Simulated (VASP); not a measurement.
Write the native input for VASP 6.6.1 that does the following.

| Quantity | Value |
| --- | --- |
| Task | single point |
| Functional | PBE |
| Potentials or basis | VASP PAW PBE potentials, release 64 (Ti_sv, Te) |
| Cutoff | 520 eV |
| k mesh | 10 × 10 × 10 |
| Occupations | gaussian, width 0.05 eV |
| Spin | no spin polarisation |
| Dipole correction | no |
| Further INCAR settings | ALGO = Normal; EDIFF = 1e-07; NBANDS = 19 |

The structure of TiTe2 lies in POSCAR:

```
TiTe2
1.0
    0.0000000000      3.4881650990      3.4881650990
    3.4881650990      0.0000000000      3.4881650990
    3.4881650990      3.4881650990      0.0000000000
Ti Te
1 2
Direct
    0.0000000000      0.0000000000      0.0000000000
    0.2500000000      0.2500000000      0.2500000000
    0.7500000000      0.7500000000      0.7500000000
```

This cell differs from its parent crystal: volume scaled by 1.040.

These files were run (other wordings do the same):

INCAR

```
SYSTEM = TiTe2
ALGO = Normal
EDIFF = 1E-7
ENCUT = 520
GGA = PE
ISIF = 2
ISMEAR = 0
LASPH = .TRUE.
LCHARG = .FALSE.
LREAL = .FALSE.
LWAVE = .FALSE.
NBANDS = 19
NELM = 60
PREC = Accurate
SIGMA = 0.05
```

KPOINTS

```
k-points
0
G
  10 10 10
  0 0 0
```

Potentials or basis: VASP PAW PBE potentials, release 64 (Ti_sv, Te).

Launch:

```bash
$ cat potpaw_PBE.64/Ti_sv/POTCAR potpaw_PBE.64/Te/POTCAR > POTCAR
$ mpirun -np 1 vasp_std > vasp.out
```

It gave:

The pressure is -2.2 GPa. The band gap on the k mesh is zero (band 12 reaches 6.99 eV, above the bottom of band 13 at 6.74 eV).

Caveat: spin-orbit coupling is left out, which moves the levels of the heavy elements.

Wall time 4.5 min on 1 thread of AMD EPYC 7R13 (shared host), peak memory 0.25 GiB.
